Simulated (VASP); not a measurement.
The system is Na.

```
Na
1.0
    -2.14100    2.14100    2.14100
     2.14100   -2.14100    2.14100
     2.14100    2.14100   -2.14100
Na
1
Direct
  0.00000 0.00000 0.00000
```

```yaml
Program: VASP 6.6.1
Task: relaxation of volume and atoms at fixed shape
Functional: PBEsol
Potentials_or_basis: VASP PAW PBE potentials, release 64 (Na_pv)
Cutoff: 600 eV
k_mesh: 7 × 7 × 7
Occupations: methfessel-paxton, width 0.05 eV
Spin: no spin polarisation
```

At the start: pressure -0.5 GPa; volume 39.26 Å³/atom.

Problem. Where does the relaxation end?

Solution. Over 3 steps the energy falls by 5.6 meV/atom and the volume is 36.28 Å³/atom (-7.6 %); space group Im-3m (No. 229, to 0.05 Å).

The path:
| step | energy change (eV) | largest force (eV/Å) | pressure (GPa) | volume (Å³) |
| --- | --- | --- | --- | --- |
| 1 | 0.0000 | 0.0000 | -0.55 | 39.26 |
| 2 | -0.0023 | 0.0000 | -0.44 | 38.50 |
| 3 | -0.0056 | 0.0000 | -0.04 | 36.28 |

Final structure:
```
Na
1.0
    -2.08556    2.08556    2.08556
     2.08556   -2.08556    2.08556
     2.08556    2.08556   -2.08556
Na
1
Direct
  0.00000 0.00000 0.00000
```

Caveat: the PAW data sets were made with another functional, which shifts forces and pressure a little.
